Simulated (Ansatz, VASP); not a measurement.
# RbBr in VASP and in Ansatz

The input INCAR:

```
SYSTEM = RbBr
  PREC = Accurate
  ENCUT = 500
  EDIFF = 1E-6
  ISMEAR = 0
  SIGMA = 0.02
  LREAL = .FALSE.
  LASPH = .TRUE.
  NELM = 120
  ALGO = Normal
  ISIF = 2
  LWAVE = .FALSE.
  LCHARG = .FALSE.
  GGA = PE
  NBANDS = 15
  GGA_COMPAT = .FALSE.
```

File KPOINTS:

```
regular mesh
0
G
  6 6 6
  0 0 0
```

Contents of POSCAR:

```
RbBr
1.0
    0.0000000000      3.4573535250      3.4573535250
    3.4573535250      0.0000000000      3.4573535250
    3.4573535250      3.4573535250      0.0000000000
Rb Br
1 1
Direct
    0.0000000000      0.0000000000      0.0000000000
    0.5000000000      0.5000000000      0.5000000000
```

Input for Ansatz:

```yaml
crystal:
  lattice:
    - [0.0, 3.457353525, 3.457353525]
    - [3.457353525, 0.0, 3.457353525]
    - [3.457353525, 3.457353525, 0.0]
  atoms:
    - { symbol: Rb, position: [0.0, 0.0, 0.0] }
    - { symbol: Br, position: [0.5, 0.5, 0.5] }
basis:
  ecutwfc: 420
kpoints:
  mp_grid: { grid: [6, 6, 6] }
hamiltonian:
  xc: pbe
scf:
  occupations: { method: gaussian, width: 0.02 }
output:
  forces: true
  stress: true
  eigenvalues: true
  populations: true
```

Alike in both runs: task single point; functional PBE; k mesh 6 × 6 × 6; occupations gaussian, width 0.02 eV; no spin polarisation.

|  | VASP | Ansatz |
| --- | --- | --- |
| version | VASP 6.6.1 | Ansatz 0.2.0 |
| potentials or method | VASP PAW PBE potentials, release 64 (Rb_sv, Br), cutoff 500 eV | scalar-relativistic, plane waves, PAW |
| valence electrons in the cell | 16 | 16 |

|  | VASP | Ansatz | Ansatz less VASP |
| --- | --- | --- | --- |
| gap on the k mesh at the Fermi level (eV) | 4.30 | 4.30 | +0.002 |
| least direct gap on the mesh (eV) | 4.30 | 4.30 | +0.002 |
| pressure (GPa) | 0.6 | 0.6 | -0.02 |
